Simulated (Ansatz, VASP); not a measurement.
Two plane-wave programs on Bi

```
Bi
1.0
     2.24515    1.29624    3.83884
    -2.24515    1.29624    3.83884
     0.00000   -2.59248    3.83884
Bi
2
Direct
  0.23711 0.23711 0.23711
  0.76289 0.76289 0.76289
```

Alike in both runs: task single point; functional LDA; k mesh 12 × 12 × 12; occupations fermi-dirac, width 0.1 eV; no spin polarisation.

```csv
,VASP,Ansatz
version,VASP 6.6.1,Ansatz 0.2.0
potentials or method,"VASP PAW LDA potentials, release 64 (Bi_d), cutoff 520 eV","plane waves (420 eV) with PAW, scalar-relativistic"
valence electrons in the cell,30,30
```

|  | VASP | Ansatz | Ansatz less VASP |
| --- | --- | --- | --- |
| pressure (GPa) | 0.1 | 0.0 | -0.10 |
| traceless stress, the component that is largest in VASP (GPa) | -0.06 | -0.04 | +0.017 |

Ansatz warns that its potentials were made for another functional, while VASP's fit it. LDA's correlation is that of Perdew and Zunger in VASP and of Perdew and Wang (1992) in Ansatz.

Spin-orbit coupling is off throughout.
